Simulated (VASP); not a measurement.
Here is a VASP 6.6.1 calculation.

The input INCAR:

```
SYSTEM = Ta3HC3
PREC = Accurate
ENCUT = 520
EDIFF = 1E-7
ISMEAR = 0
SIGMA = 0.1
LREAL = .False.
LASPH = .True.
NELM = 120
ALGO = Normal
ISIF = 2
LWAVE = .False.
LCHARG = .False.
LDIPOL = .True.
IDIPOL = 3
DIPOL = 0.5 0.5 0.489
GGA = PS
IBRION = 2
NSW = 90
EDIFFG = -0.03
GGA_COMPAT = .False.
NELMIN = 4
NELMDL = -8
```

Contents of KPOINTS:

```
Automatic mesh
0
Gamma
  9 9 1
  0 0 0
```

Contents of POSCAR:

```
Ta3HC3
1.0
    3.1393032032      0.0000000000      0.0000000000
   -1.5696516016      2.7187163241      0.0000000000
    0.0000000000      0.0000000000     25.4080758298
C Ta H
3 3 1
Selective dynamics
Direct
    0.3333333333      0.6666666667      0.3345393039  F F F
    0.0000000000      0.0000000000      0.4354218086  F F F
    0.6666666667      0.3333333333      0.5381617791  T T T
    0.6666666667      0.3333333333      0.3849805562  F F F
    0.3333333333      0.6666666667      0.4866194037  T T T
    0.0000000000      0.0000000000      0.5829792586  T T T
    0.0000000000      0.0000000000      0.6624815402  T T T
```

Potentials or basis: VASP PAW PBE potentials, release 64 (C, Ta_pv, H).

Launch:

```sh
$ cat potpaw_PBE.64/C/POTCAR potpaw_PBE.64/Ta_pv/POTCAR potpaw_PBE.64/H/POTCAR > POTCAR
$ mpirun -np 1 vasp_std > vasp.out
```

Task: Predict the band gap on the k mesh.

Result: Zero (bands 23 and 24 overlap by 0.37 eV).

Task: What does it give for the energy gained by relaxing?

Result: 35.2 meV/atom.

Final structure:
```cif
data_structure
_symmetry_space_group_name_H-M 'P 1'
_symmetry_Int_Tables_number 1
_cell_length_a 3.1393
_cell_length_b 3.1393
_cell_length_c 25.4081
_cell_angle_alpha 90.000
_cell_angle_beta 90.000
_cell_angle_gamma 120.000
_cell_volume 216.85
loop_
_atom_site_label
_atom_site_type_symbol
_atom_site_fract_x
_atom_site_fract_y
_atom_site_fract_z
_atom_site_occupancy
C1 C 0.33333 0.66667 0.33454 1
C2 C 0.00000 0.00000 0.43542 1
C3 C 0.66667 0.33333 0.53881 1
Ta1 Ta 0.66667 0.33333 0.38498 1
Ta2 Ta 0.33333 0.66667 0.48562 1
Ta3 Ta 0.00000 0.00000 0.58342 1
H1 H 0.00000 0.00000 0.65368 1
```

Caveat: spin-orbit coupling is left out, which moves the levels of the heavy elements.
